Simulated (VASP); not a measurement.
# BP in VASP: a series of runs, part 2 of 2

VASP 6.6.1. Earlier steps stand in the parts before.

### Step 3. Electric field gradients, LDA (12.15 Å³/atom)

This run uses another cell than the first one, of 12.15 Å³/atom.

INCAR

```
ALGO     = Normal         # electronic algorithm
EDIFF    = 1E-8           # SCF threshold, eV
ENCUT    = 520            # plane-wave cutoff, eV
ISIF     = 2              # what is computed and relaxed
ISMEAR   = -1             # smearing method
LASPH    = T              # aspherical terms in the spheres
LCHARG   = F              # write CHGCAR
LEFG     = T            
LREAL    = F              # projectors in reciprocal space
LWAVE    = F              # write WAVECAR
NBANDS   = 11             # bands
NELM     = 100            # most SCF steps
PREC     = Accurate       # precision mode
SIGMA    = 0.05           # smearing width, eV
```

KPOINTS

```
k-points
0
Gamma
  15 15 15
```

POSCAR

```
BP
1.0
    0.0000000000      2.2988586873      2.2988586873
    2.2988586873      0.0000000000      2.2988586873
    2.2988586873      2.2988586873      0.0000000000
B P
1 1
Direct
    0.0000000000      0.0000000000      0.0000000000
    0.7500000000      0.7500000000      0.7500000000
```

Potentials or basis: VASP PAW LDA potentials, release 64 (B, P).

Command:

```sh
> cat potpaw_LDA.64/B/POTCAR potpaw_LDA.64/P/POTCAR > POTCAR
> mpirun -np 1 vasp_std > vasp.out
```

OUTCAR:

```text
EDIFF = 1E-8
   ENCUT = 520
   ISIF = 2
   ISMEAR = -1
   LASPH = T
   LREAL = F
   NELM = 100
   PREC = Accurate

 ion  position               nearest neighbor table
   1  0.000  0.000  0.000-   2 1.99   2 1.99   2 1.99   2 1.99
   2  0.750  0.750  0.750-   1 1.99   1 1.99   1 1.99   1 1.99

  LATTYP: Found a face centered cubic cell.
 ALAT       =     4.5977173746

  Lattice vectors:

 A1 = (   0.0000000000,   2.2988586873,   2.2988586873)
 A2 = (   2.2988586873,   0.0000000000,   2.2988586873)
 A3 = (   2.2988586873,   2.2988586873,   0.0000000000)

Analysis of symmetry for initial positions (statically):
=====================================================================
 Subroutine PRICEL returns:
 Original cell was already a primitive cell.

 Routine SETGRP: Setting up the symmetry group for a
 face centered cubic supercell.

 Subroutine GETGRP returns: Found 24 space group operations
 (whereof 24 operations were pure point group operations)
 out of a pool of 48 trial point group operations.

The static configuration has the point symmetry T_d .

Analysis of symmetry for dynamics (positions and initial velocities):
=====================================================================
 Subroutine PRICEL returns:
 Original cell was already a primitive cell.

 Routine SETGRP: Setting up the symmetry group for a
 face centered cubic supercell.

 Subroutine GETGRP returns: Found 24 space group operations
 (whereof 24 operations were pure point group operations)
 out of a pool of 48 trial point group operations.

[... 478 lines left out ...]
      1      -7.4116      2.00000
      2       4.3898      2.00000
      3       5.3006      2.00000
      4       5.6040      2.00000
      5       9.5890      0.00000
      6      12.3974      0.00000
      7      12.5680      0.00000
      8      13.7989      0.00000
      9      17.3083      0.00000
     10      19.4740      0.00000
     11      19.8965      0.00000

 [... further k-points ...]

------------------------ aborting loop because EDIFF is reached ----------------------------------------

  FORCE on cell =-STRESS in cart. coord.  units (eV):
  Direction    XX          YY          ZZ          XY          YZ          ZX
  --------------------------------------------------------------------------------------
  -------------------------------------------------------------------------------------
  Total       -1.6613589     -1.6613589     -1.6613589      0.0000000      0.0000000      0.0000000
  in kB     -109.5487002   -109.5487002   -109.5487002      0.0000000      0.0000000      0.0000000
  external PRESSURE =    -109.5487002 kB  Pullay stress =       0.0000000 kB

 VOLUME and BASIS-vectors are now :
 -----------------------------------------------------------------------------
  energy-cutoff  :      520.00
  volume of cell :       24.30
      direct lattice vectors                 reciprocal lattice vectors
     0.000000000  2.298858687  2.298858687    -0.217499232  0.217499232  0.217499232
     2.298858687  0.000000000  2.298858687     0.217499232 -0.217499232  0.217499232
     2.298858687  2.298858687  0.000000000     0.217499232  0.217499232 -0.217499232

 POSITION                                       TOTAL-FORCE (eV/Angst)
 -----------------------------------------------------------------------------------
      0.00000      0.00000      0.00000        -0.000000     -0.000000     -0.000000
      3.44829      3.44829      3.44829         0.000000      0.000000      0.000000
 -----------------------------------------------------------------------------------
    total drift:                               -0.000000     -0.000000     -0.000000

  FREE ENERGIE OF THE ION-ELECTRON SYSTEM (eV)
  ---------------------------------------------------
  free  energy   TOTEN  =       -14.3399109445 eV

  energy  without entropy=      -14.3399109194  energy(sigma->0) =      -14.33991093

 Electric field gradients (V/A^2)
---------------------------------------------------------------------
 ion       V_xx      V_yy      V_zz      V_xy      V_xz      V_yz
---------------------------------------------------------------------
   1       0.000    -0.000    -0.000     0.000     0.000     0.000
   2      -0.000    -0.000    -0.000     0.000     0.000     0.000
---------------------------------------------------------------------

 Electric field gradients after diagonalization (V/A^2)
 (convention: |V_zz| > |V_xx| > |V_yy|)
----------------------------------------------------------------------
 ion       V_xx      V_yy      V_zz     asymmetry (V_yy - V_xx)/ V_zz
----------------------------------------------------------------------
   1      -0.000    -0.000     0.000       0.000
   2      -0.000    -0.000     0.000       0.000
----------------------------------------------------------------------

           NMR quadrupolar parameters

 Cq : quadrupolar parameter    Cq=e*Q*V_zz/h
 eta: asymmetry parameters     (V_yy - V_xx)/ V_zz
 Q  : nuclear electric quadrupole moment in mb (millibarn)
----------------------------------------------------------------------
 ion       Cq(MHz)       eta       Q (mb)
----------------------------------------------------------------------
   1       0.000       0.000       1.000
   2       0.000       0.000       1.000
----------------------------------------------------------------------
```

OSZICAR:

```text
N       E                     dE             d eps       ncg     rms          rms(c)
DAV:   1     0.811366947322E+01    0.81137E+01   -0.37607E+03  2656   0.642E+02
DAV:   2    -0.144300215268E+02   -0.22544E+02   -0.21549E+02  3586   0.108E+02
DAV:   3    -0.150742388916E+02   -0.64422E+00   -0.64269E+00  3316   0.161E+01
DAV:   4    -0.150770043469E+02   -0.27655E-02   -0.27652E-02  3034   0.124E+00
DAV:   5    -0.150770202378E+02   -0.15891E-04   -0.15891E-04  3300   0.941E-02    0.693E+00
DAV:   6    -0.144519337209E+02    0.62509E+00   -0.14838E+00  2979   0.508E+00    0.366E+00
DAV:   7    -0.143521801688E+02    0.99754E-01   -0.21160E-01  3265   0.231E+00    0.124E+00
DAV:   8    -0.143398751214E+02    0.12305E-01   -0.29262E-02  3090   0.901E-01    0.202E-01
DAV:   9    -0.143399114051E+02   -0.36284E-04   -0.80081E-04  3036   0.192E-01    0.136E-01
DAV:  10    -0.143399091556E+02    0.22494E-05   -0.13020E-04  2886   0.649E-02    0.323E-02
DAV:  11    -0.143399114201E+02   -0.22645E-05   -0.54684E-06  3299   0.126E-02    0.350E-02
DAV:  12    -0.143399109431E+02    0.47700E-06   -0.23614E-06  2992   0.621E-03    0.927E-03
DAV:  13    -0.143399109520E+02   -0.89260E-08   -0.10844E-07  3235   0.189E-03    0.660E-03
DAV:  14    -0.143399109445E+02    0.75203E-08   -0.21548E-08  1579   0.638E-04
   1 F= -.14339911E+02 E0= -.14339911E+02  d E =-.250942E-07
```

stdout:

```text
POSCAR found type information on POSCAR B P
 POSCAR found :  2 types and       2 ions
 scaLAPACK will be used
 LDA part: xc-table for (Slater(with rela. corr.)+CA(PZ))
 , standard interpolation
 POSCAR, INCAR and KPOINTS ok, starting setup
 FFT: planning ... GRIDC
 FFT: planning ... GRID_SOFT
 FFT: planning ... GRID
 WAVECAR not read
 entering main loop
ion   1

ion   2
```

It took 14 s on 1 thread of AMD EPYC 9R45 (Zen 5), shared host; peak memory 0.11 GiB.

Results:

```
Free energy                             : -14.3399 eV
Pressure                                : -11.0 GPa
Band gap on the k mesh                  : 1.23 eV (least direct gap 3.32 eV)
Largest electric field gradient by atom : zero within the noise of the run
```

Caveat: the cell stands under tension; an odd mesh through Γ misses points on the zone boundary, where band edges can lie.

### Step 4. Electric field gradients, LDA (12.15 Å³/atom)

This run uses another cell than the first one, of 12.15 Å³/atom.

INCAR

```
SYSTEM = BP
PREC = Accurate ; ENCUT = 520
EDIFF = 1E-8 ; ISMEAR = -1
SIGMA = 0.05 ; LREAL = .FALSE.
LASPH = .TRUE. ; NELM = 60
ALGO = Normal ; ISIF = 2
LWAVE = .FALSE. ; LCHARG = .FALSE.
LEFG = .TRUE. ; NBANDS = 11
```

KPOINTS

```
regular mesh
0
G
  15 15 15
  0 0 0
```

POSCAR is that of step 3.

Potentials or basis: VASP PAW LDA potentials, release 64 (B, P).

Command:

```sh
> cat potpaw_LDA.64/B/POTCAR potpaw_LDA.64/P/POTCAR > POTCAR
> mpirun -np 1 vasp_std > vasp.out
```

OUTCAR:

```text
SYSTEM = BP
   PREC = Accurate
   ENCUT = 520
   EDIFF = 1E-8
   ISMEAR = -1
   LREAL = .FALSE.
   LASPH = .TRUE.
   NELM = 60
   ISIF = 2

 ion  position               nearest neighbor table
   1  0.000  0.000  0.000-   2 1.99   2 1.99   2 1.99   2 1.99
   2  0.750  0.750  0.750-   1 1.99   1 1.99   1 1.99   1 1.99

  LATTYP: Found a face centered cubic cell.
 ALAT       =     4.5977173746

  Lattice vectors:

 A1 = (   0.0000000000,   2.2988586873,   2.2988586873)
 A2 = (   2.2988586873,   0.0000000000,   2.2988586873)
 A3 = (   2.2988586873,   2.2988586873,   0.0000000000)
[... 547 lines left out ...]
  free  energy   TOTEN  =       -14.3399109445 eV

  energy  without entropy=      -14.3399109194  energy(sigma->0) =      -14.33991093

 Electric field gradients (V/A^2)
---------------------------------------------------------------------
 ion       V_xx      V_yy      V_zz      V_xy      V_xz      V_yz
---------------------------------------------------------------------
   1       0.000    -0.000    -0.000     0.000     0.000     0.000
   2      -0.000    -0.000    -0.000     0.000     0.000     0.000
---------------------------------------------------------------------

 Electric field gradients after diagonalization (V/A^2)
 (convention: |V_zz| > |V_xx| > |V_yy|)
----------------------------------------------------------------------
 ion       V_xx      V_yy      V_zz     asymmetry (V_yy - V_xx)/ V_zz
----------------------------------------------------------------------
   1      -0.000    -0.000     0.000       0.000
   2      -0.000    -0.000     0.000       0.000
----------------------------------------------------------------------

           NMR quadrupolar parameters

 Cq : quadrupolar parameter    Cq=e*Q*V_zz/h
 eta: asymmetry parameters     (V_yy - V_xx)/ V_zz
 Q  : nuclear electric quadrupole moment in mb (millibarn)
----------------------------------------------------------------------
 ion       Cq(MHz)       eta       Q (mb)
----------------------------------------------------------------------
   1       0.000       0.000       1.000
   2       0.000       0.000       1.000
----------------------------------------------------------------------
```

OSZICAR:

```text
N       E                     dE             d eps       ncg     rms          rms(c)
DAV:   1     0.811366947322E+01    0.81137E+01   -0.37607E+03  2656   0.642E+02
DAV:   2    -0.144300215268E+02   -0.22544E+02   -0.21549E+02  3586   0.108E+02
DAV:   3    -0.150742388916E+02   -0.64422E+00   -0.64269E+00  3316   0.161E+01
DAV:   4    -0.150770043469E+02   -0.27655E-02   -0.27652E-02  3034   0.124E+00
DAV:   5    -0.150770202378E+02   -0.15891E-04   -0.15891E-04  3300   0.941E-02    0.693E+00
DAV:   6    -0.144519337209E+02    0.62509E+00   -0.14838E+00  2979   0.508E+00    0.366E+00
DAV:   7    -0.143521801688E+02    0.99754E-01   -0.21160E-01  3265   0.231E+00    0.124E+00
DAV:   8    -0.143398751214E+02    0.12305E-01   -0.29262E-02  3090   0.901E-01    0.202E-01
DAV:   9    -0.143399114051E+02   -0.36284E-04   -0.80081E-04  3036   0.192E-01    0.136E-01
DAV:  10    -0.143399091556E+02    0.22494E-05   -0.13020E-04  2886   0.649E-02    0.323E-02
DAV:  11    -0.143399114201E+02   -0.22645E-05   -0.54684E-06  3299   0.126E-02    0.350E-02
DAV:  12    -0.143399109431E+02    0.47700E-06   -0.23614E-06  2992   0.621E-03    0.927E-03
DAV:  13    -0.143399109520E+02   -0.89260E-08   -0.10844E-07  3235   0.189E-03    0.660E-03
DAV:  14    -0.143399109445E+02    0.75203E-08   -0.21548E-08  1579   0.638E-04
   1 F= -.14339911E+02 E0= -.14339911E+02  d E =-.250942E-07
```

stdout:

```text
POSCAR found type information on POSCAR B P
 POSCAR found :  2 types and       2 ions
 scaLAPACK will be used
 LDA part: xc-table for (Slater(with rela. corr.)+CA(PZ))
 , standard interpolation
 POSCAR, INCAR and KPOINTS ok, starting setup
 FFT: planning ... GRIDC
 FFT: planning ... GRID_SOFT
 FFT: planning ... GRID
 WAVECAR not read
 entering main loop
ion   1

ion   2
```

Run time: 13 s. Hardware: 1 thread of AMD EPYC 9R45 (Zen 5), shared host; peak memory 0.11 GiB.

What came out:

* Free energy: -14.3399 eV
* Pressure: -11.0 GPa
* Band gap on the k mesh: 1.23 eV (least direct gap 3.32 eV)
* Largest electric field gradient by atom: zero within the noise of the run

Caveat: the cell stands under tension; an odd mesh through Γ misses points on the zone boundary, where band edges can lie.

### Step 5. Electric field gradients, LDA (12.38 Å³/atom)

This run uses another cell than the first one, of 12.38 Å³/atom.

INCAR

```
PREC     = Accurate       # precision mode
ENCUT    = 520            # plane-wave cutoff, eV
EDIFF    = 1E-8           # SCF threshold, eV
ISMEAR   = -1             # smearing method
SIGMA    = 0.05           # smearing width, eV
LREAL    = False          # projectors in reciprocal space
LASPH    = True           # aspherical terms in the spheres
NELM     = 100            # most SCF steps
ALGO     = Normal         # electronic algorithm
ISIF     = 2              # what is computed and relaxed
LWAVE    = False          # write WAVECAR
LCHARG   = False          # write CHGCAR
GGA      = CA             # functional
LEFG     = True         
NBANDS   = 11             # bands
```

KPOINTS

```
regular mesh
0
Gamma
  15 15 15
```

POSCAR

```
BP
1.0
    0.0000000000      2.3135014941      2.3135014941
    2.3135014941      0.0000000000      2.3135014941
    2.3135014941      2.3135014941      0.0000000000
B P
1 1
Direct
    0.0000000000      0.0000000000      0.0000000000
    0.7500000000      0.7500000000      0.7500000000
```

Potentials or basis: VASP PAW LDA potentials, release 64 (B, P).

Command:

```sh
> cat potpaw_LDA.64/B/POTCAR potpaw_LDA.64/P/POTCAR > POTCAR
> mpirun -np 1 vasp_std > vasp.out
```

OUTCAR:

```text
PREC = Accurate
   ENCUT = 520
   EDIFF = 1E-8
   ISMEAR = -1
   LREAL = False
   LASPH = True
   NELM = 100
   ISIF = 2
   GGA = CA

 ion  position               nearest neighbor table
   1  0.000  0.000  0.000-   2 2.00   2 2.00   2 2.00   2 2.00
   2  0.750  0.750  0.750-   1 2.00   1 2.00   1 2.00   1 2.00

  LATTYP: Found a face centered cubic cell.
 ALAT       =     4.6270029882

  Lattice vectors:

 A1 = (   0.0000000000,   2.3135014941,   2.3135014941)
 A2 = (   2.3135014941,   0.0000000000,   2.3135014941)
[... 546 lines left out ...]
  FREE ENERGIE OF THE ION-ELECTRON SYSTEM (eV)
  ---------------------------------------------------
  free  energy   TOTEN  =       -14.3045929740 eV

  energy  without entropy=      -14.3045929534  energy(sigma->0) =      -14.30459296

 Electric field gradients (V/A^2)
---------------------------------------------------------------------
 ion       V_xx      V_yy      V_zz      V_xy      V_xz      V_yz
---------------------------------------------------------------------
   1       0.000    -0.000     0.000     0.000     0.000     0.000
   2       0.000    -0.000    -0.000     0.000     0.000     0.000
---------------------------------------------------------------------

 Electric field gradients after diagonalization (V/A^2)
 (convention: |V_zz| > |V_xx| > |V_yy|)
----------------------------------------------------------------------
 ion       V_xx      V_yy      V_zz     asymmetry (V_yy - V_xx)/ V_zz
----------------------------------------------------------------------
   1      -0.000    -0.000     0.000       0.000
   2      -0.000    -0.000     0.000       0.000
----------------------------------------------------------------------

           NMR quadrupolar parameters

 Cq : quadrupolar parameter    Cq=e*Q*V_zz/h
 eta: asymmetry parameters     (V_yy - V_xx)/ V_zz
 Q  : nuclear electric quadrupole moment in mb (millibarn)
----------------------------------------------------------------------
 ion       Cq(MHz)       eta       Q (mb)
----------------------------------------------------------------------
   1       0.000       0.000       1.000
   2       0.000       0.000       1.000
----------------------------------------------------------------------
```

OSZICAR:

```text
N       E                     dE             d eps       ncg     rms          rms(c)
DAV:   1     0.793010136762E+01    0.79301E+01   -0.39225E+03  2640   0.650E+02
DAV:   2    -0.143622674512E+02   -0.22292E+02   -0.21183E+02  3625   0.108E+02
DAV:   3    -0.149986687396E+02   -0.63640E+00   -0.63506E+00  3330   0.162E+01
DAV:   4    -0.150013423941E+02   -0.26737E-02   -0.26734E-02  3068   0.124E+00
DAV:   5    -0.150013580660E+02   -0.15672E-04   -0.15672E-04  3249   0.922E-02    0.674E+00
DAV:   6    -0.144108503156E+02    0.59051E+00   -0.14248E+00  2979   0.492E+00    0.356E+00
DAV:   7    -0.143166633703E+02    0.94187E-01   -0.19462E-01  3260   0.222E+00    0.122E+00
DAV:   8    -0.143045584399E+02    0.12105E-01   -0.28390E-02  3078   0.882E-01    0.194E-01
DAV:   9    -0.143045923858E+02   -0.33946E-04   -0.80024E-04  3018   0.190E-01    0.127E-01
DAV:  10    -0.143045912093E+02    0.11765E-05   -0.13028E-04  2901   0.650E-02    0.314E-02
DAV:  11    -0.143045934488E+02   -0.22395E-05   -0.47928E-06  3308   0.121E-02    0.330E-02
DAV:  12    -0.143045929722E+02    0.47664E-06   -0.22530E-06  2971   0.602E-03    0.801E-03
DAV:  13    -0.143045929804E+02   -0.82463E-08   -0.11654E-07  3245   0.190E-03    0.590E-03
DAV:  14    -0.143045929740E+02    0.64258E-08   -0.19295E-08  1528   0.607E-04
   1 F= -.14304593E+02 E0= -.14304593E+02  d E =-.206477E-07
```

It took 13 s on 1 thread of AMD EPYC 9R45 (Zen 5), shared host; peak memory 0.11 GiB.

Results:

* Free energy: -14.3046 eV
* Pressure: -13.4 GPa
* Band gap on the k mesh: 1.25 eV (least direct gap 3.29 eV)
* Largest electric field gradient by atom: zero within the noise of the run

Caveat: the cell stands under tension; an odd mesh through Γ misses points on the zone boundary, where band edges can lie.

### Step 6. The runs side by side

```tsv
cell	cutoff (eV)	gap on the mesh (eV)	pressure (GPa)
a = 3.257, b = 3.257, c = 3.209 Å, angles 60.5, 60.5, 59.0°, 2 atoms	420	1.00	-9.6
a = 3.251 Å, angles 60.0°, 2 atoms	520	1.23	-11.0
a = 3.272 Å, angles 60.0°, 2 atoms	520	1.25	-13.4
```

Alike in all rows: task electric field gradients; level LDA; potentials or basis VASP PAW LDA potentials, release 64 (B, P); no spin polarisation; k mesh 15 × 15 × 15; smearing fermi-dirac 0.05 eV.

Caveats: the cell stands under tension; an odd mesh through Γ misses points on the zone boundary, where band edges can lie.

Absolute energies hang on the potentials; compare differences alone.
